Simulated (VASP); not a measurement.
# ZnSe (P6_3/mmc) in VASP: single point with PBE

Aim: the single point of ZnSe with PBE.

Program: VASP 6.6.1. These are calculated values, not measurements. Logs are shortened: lines on timing, memory, paths and dates and some standing lists are left out, and cuts for length are marked.

**1. The cell of the first run**

The structure is hexagonal, space group P6_3/mmc (No. 194). Conventional cell: a = 4.151 Å, b = 4.151 Å, c = 6.175 Å, α = 90.00°, β = 90.00°, γ = 120.00°. Zn (site symmetry -6m2) has 5 Se at 2.40 to 3.09 Å within 3.2 Å. Se (site symmetry -6m2) has 5 Zn at 2.40 to 3.09 Å within 3.2 Å.

**2. Single point, PBE, non-collinear spin, zero start, spin-orbit coupling**

INCAR reads:

```
  PREC = Accurate
  ENCUT = 520
  EDIFF = 1E-6
  ISMEAR = -1
  SIGMA = 0.02
  LREAL = False
  LASPH = True
  NELM = 150
  ALGO = Normal
  ISIF = 2
  LWAVE = False
  LCHARG = False
  MAGMOM = 0 0 0 0 0 0 0 0 0 0 0 0
  LORBIT = 11
  LSORBIT = True
  GGA_COMPAT = False
  LORBMOM = True
  GGA = PE
  NBANDS = 50
```

KPOINTS reads:

```
Automatic mesh
0
Gamma
  12 12 4
```

POSCAR reads:

```
ZnSe
1.0
    4.1513888608      0.0000000000      0.0000000000
   -2.0756944304      3.5952082144      0.0000000000
    0.0000000000      0.0000000000      6.1747439492
Zn Se
2 2
Direct
    0.3333333333      0.6666666667      0.2500000000
    0.6666666667      0.3333333333      0.7500000000
    0.6666666667      0.3333333333      0.2500000000
    0.3333333333      0.6666666667      0.7500000000
```

Potentials or basis: VASP PAW PBE potentials, release 64 (Zn, Se).

Run with:

```bash
cat potpaw_PBE.64/Zn/POTCAR potpaw_PBE.64/Se/POTCAR > POTCAR
mpirun -np 1 vasp_ncl > vasp.out
```

OUTCAR:

```text
PREC = Accurate
   ENCUT = 520
   EDIFF = 1E-6
   ISMEAR = -1
   LREAL = False
   LASPH = True
   NELM = 150
   ISIF = 2
   LORBIT = 11
   LSORBIT = True
   GGA = PE

 ion  position               nearest neighbor table
   1  0.333  0.667  0.250-   3 2.40   3 2.40   3 2.40
   2  0.667  0.333  0.750-   4 2.40   4 2.40   4 2.40
   3  0.667  0.333  0.250-   1 2.40   1 2.40   1 2.40
   4  0.333  0.667  0.750-   2 2.40   2 2.40   2 2.40

  LATTYP: Found a hexagonal cell.
 ALAT       =     4.1513888608
 C/A-ratio  =     1.4873923297

  Lattice vectors:

 A1 = (   4.1513888608,   0.0000000000,   0.0000000000)
 A2 = (  -2.0756944304,   3.5952082144,   0.0000000000)
 A3 = (   0.0000000000,   0.0000000000,   6.1747439492)

Analysis of symmetry for initial positions (statically):
=====================================================================
 Subroutine PRICEL returns:
 Original cell was already a primitive cell.

 Routine SETGRP: Setting up the symmetry group for a
 hexagonal supercell.

 Subroutine GETGRP returns: Found 24 space group operations
 (whereof 12 operations were pure point group operations)
 out of a pool of 24 trial point group operations.

The static configuration has the point symmetry D_3d.
 The point group associated with its full space group is D_6h.

Analysis of symmetry for dynamics (positions and initial velocities):
=====================================================================
 Subroutine PRICEL returns:
 Original cell was already a primitive cell.

 Routine SETGRP: Setting up the symmetry group for a
 hexagonal supercell.

 Subroutine GETGRP returns: Found 24 space group operations
 (whereof 12 operations were pure point group operations)
 out of a pool of 24 trial point group operations.

The dynamic configuration has the point symmetry D_3d.
 The point group associated with its full space group is D_6h.

Analysis of structural, dynamic, and magnetic symmetry:
=====================================================================
 Subroutine PRICEL returns:
 Original cell was already a primitive cell.

 Routine SETGRP: Setting up the symmetry group for a
 hexagonal supercell.
[... 1417 lines left out ...]
     -0.00000      2.39681      1.54369         0.000000     -0.000000      0.000000
      2.07569      1.19840      4.63106        -0.000000      0.000000      0.000000
      2.07569      1.19840      1.54369         0.000000      0.000000      0.000000
     -0.00000      2.39681      4.63106         0.000000     -0.000000      0.000000
 -----------------------------------------------------------------------------------
    total drift:                               -0.000000      0.000000      0.000000

  FREE ENERGIE OF THE ION-ELECTRON SYSTEM (eV)
  ---------------------------------------------------
  free  energy   TOTEN  =       -11.3474241266 eV

  energy  without entropy=      -11.3474230901  energy(sigma->0) =      -11.34742361

 orbital moment (x)

 # of ion     p       d       tot
 ----------------------------------------
  1        -0.000   0.000   0.000
  2        -0.000  -0.000  -0.000
  3         0.000   0.000   0.000
  4         0.000   0.000   0.000
 ----------------------------------------
            0.000  -0.000  -0.000

 orbital moment (y)

 # of ion     p       d       tot
 ----------------------------------------
  1        -0.000  -0.000  -0.000
  2         0.000  -0.000  -0.000
  3        -0.000  -0.000  -0.000
  4        -0.000  -0.000  -0.000
 ----------------------------------------
           -0.000  -0.000  -0.000

 orbital moment (z)

 # of ion     p       d       tot
 ----------------------------------------
  1         0.000   0.000   0.000
  2         0.000   0.000   0.000
  3         0.000  -0.000  -0.000
  4         0.000  -0.000  -0.000
 ----------------------------------------
            0.000  -0.000  -0.000

 Spin-Orbit-Coupling matrix elements

 Ion:    1  E_soc:     -0.0082341
 l=   1
     0.0000000    -0.0003863    -0.0005247
    -0.0003863     0.0000000    -0.0003863
    -0.0005247    -0.0003863     0.0000000
 l=   2
     0.0000000    -0.0001928     0.0000000    -0.0001928    -0.0007753
    -0.0001928     0.0000000    -0.0005434    -0.0001865    -0.0001928
     0.0000000    -0.0005434     0.0000000    -0.0005434     0.0000000
    -0.0001928    -0.0001865    -0.0005434     0.0000000    -0.0001928
    -0.0007753    -0.0001928     0.0000000    -0.0001928     0.0000000
 l=   3
     0.0000000     0.0000000     0.0000000     0.0000000     0.0000000     0.0000000     0.0000000
     0.0000000     0.0000000     0.0000000     0.0000000     0.0000000     0.0000000     0.0000000
     0.0000000     0.0000000     0.0000000     0.0000000     0.0000000     0.0000000     0.0000000
     0.0000000     0.0000000     0.0000000     0.0000000     0.0000000     0.0000000     0.0000000
[... 49 lines left out ...]
 l=   2
     0.0000000    -0.0000009     0.0000000    -0.0000009    -0.0000109
    -0.0000009     0.0000000    -0.0000035    -0.0000006    -0.0000009
     0.0000000    -0.0000035     0.0000000    -0.0000035     0.0000000
    -0.0000009    -0.0000006    -0.0000035     0.0000000    -0.0000009
    -0.0000109    -0.0000009     0.0000000    -0.0000009     0.0000000
 l=   3
     0.0000000     0.0000000     0.0000000     0.0000000     0.0000000     0.0000000     0.0000000
     0.0000000     0.0000000     0.0000000     0.0000000     0.0000000     0.0000000     0.0000000
     0.0000000     0.0000000     0.0000000     0.0000000     0.0000000     0.0000000     0.0000000
     0.0000000     0.0000000     0.0000000     0.0000000     0.0000000     0.0000000     0.0000000
     0.0000000     0.0000000     0.0000000     0.0000000     0.0000000     0.0000000     0.0000000
     0.0000000     0.0000000     0.0000000     0.0000000     0.0000000     0.0000000     0.0000000
     0.0000000     0.0000000     0.0000000     0.0000000     0.0000000     0.0000000     0.0000000

 total charge

# of ion       s       p       d       tot
------------------------------------------
    1        0.531   0.404   9.789  10.724
    2        0.531   0.404   9.789  10.724
    3        1.438   2.432   0.028   3.898
    4        1.438   2.432   0.028   3.898
--------------------------------------------------
tot          3.937   5.673  19.634  29.243

 magnetization (x)

# of ion       s       p       d       tot
------------------------------------------
    1        0.000  -0.000   0.000   0.000
    2       -0.000   0.000   0.000  -0.000
    3        0.000   0.000  -0.000   0.000
    4        0.000   0.000  -0.000   0.000
--------------------------------------------------
tot          0.000  -0.000   0.000   0.000

 magnetization (y)

# of ion       s       p       d       tot
------------------------------------------
    1        0.000   0.000   0.000   0.000
    2        0.000   0.000   0.000   0.000
    3        0.000   0.000  -0.000  -0.000
    4        0.000   0.000  -0.000  -0.000
--------------------------------------------------
tot          0.000   0.000  -0.000   0.000

 magnetization (z)

# of ion       s       p       d       tot
------------------------------------------
    1        0.000   0.000   0.000   0.000
    2        0.000   0.000   0.000   0.000
    3        0.000   0.000   0.000   0.000
    4        0.000   0.000   0.000   0.000
--------------------------------------------------
tot          0.000   0.000   0.000   0.000
```

OSZICAR:

```text
N       E                     dE             d eps       ncg     rms          rms(c)
DAV:   1     0.280151339940E+03    0.28015E+03   -0.15980E+04  5700   0.164E+03
DAV:   2     0.251907776417E+02   -0.25496E+03   -0.24271E+03  5708   0.387E+02
DAV:   3    -0.105052421007E+02   -0.35696E+02   -0.34892E+02  6502   0.138E+02
DAV:   4    -0.120691010197E+02   -0.15639E+01   -0.15560E+01  6702   0.279E+01
DAV:   5    -0.120835784478E+02   -0.14477E-01   -0.14469E-01  6420   0.260E+00    0.678E+00
DAV:   6    -0.113763093157E+02    0.70727E+00   -0.14211E+00  7838   0.318E+01    0.520E+00
DAV:   7    -0.113475872555E+02    0.28722E-01   -0.92907E-01  6396   0.578E+00    0.213E+00
DAV:   8    -0.113469730450E+02    0.61421E-03   -0.32440E-02  6320   0.243E+00    0.791E-01
DAV:   9    -0.113468827115E+02    0.90333E-04   -0.50882E-03  6814   0.115E+00    0.340E-01
DAV:  10    -0.113472094376E+02   -0.32673E-03   -0.10023E-03  6188   0.242E-01    0.856E-02
DAV:  11    -0.113473790083E+02   -0.16957E-03   -0.43130E-04  6348   0.383E-01    0.329E-02
DAV:  12    -0.113474163601E+02   -0.37352E-04   -0.13274E-04  6154   0.188E-01    0.737E-03
DAV:  13    -0.113474226471E+02   -0.62870E-05   -0.29490E-05  6656   0.438E-02    0.486E-03
DAV:  14    -0.113474241777E+02   -0.15306E-05   -0.49914E-06  5748   0.239E-02    0.244E-03
DAV:  15    -0.113474241266E+02    0.51070E-07   -0.28490E-07  4268   0.551E-03
   1 F= -.11347424E+02 E0= -.11347424E+02  d E =-.103649E-05  mag=    -0.0000    -0.0000     0.0000
```

stdout:

```text
POSCAR found type information on POSCAR ZnSe
 POSCAR found :  2 types and       4 ions
 scaLAPACK will be used
 LDA part: xc-table for (Slater+PW92), standard interpolation
 POSCAR, INCAR and KPOINTS ok, starting setup
 FFT: planning ... GRIDC
 FFT: planning ... GRID_SOFT
 FFT: planning ... GRID
 WAVECAR not read
 entering main loop
```

Wall time 11 min (1 thread of Oxide Virtual Turin-like, shared host); peak memory 0.6 GiB.

What came out:

```
Free energy                                           : -11.3474 eV
Pressure                                              : 2.3 GPa
Net moment                                            : 0.00 μB per cell
Valence electrons inside the program's atomic spheres : Zn 10.72; Se 3.90
```

Stress tensor (GPa, compression positive):
```
2.87 0.00 0.00
0.00 2.87 0.00
0.00 0.00 1.08
```

Moments on the atoms (μB; x, y, z):
```
Zn  0.00 0.00 0.00
Zn  0.00 0.00 0.00
Se  0.00 0.00 0.00
Se  0.00 0.00 0.00
```
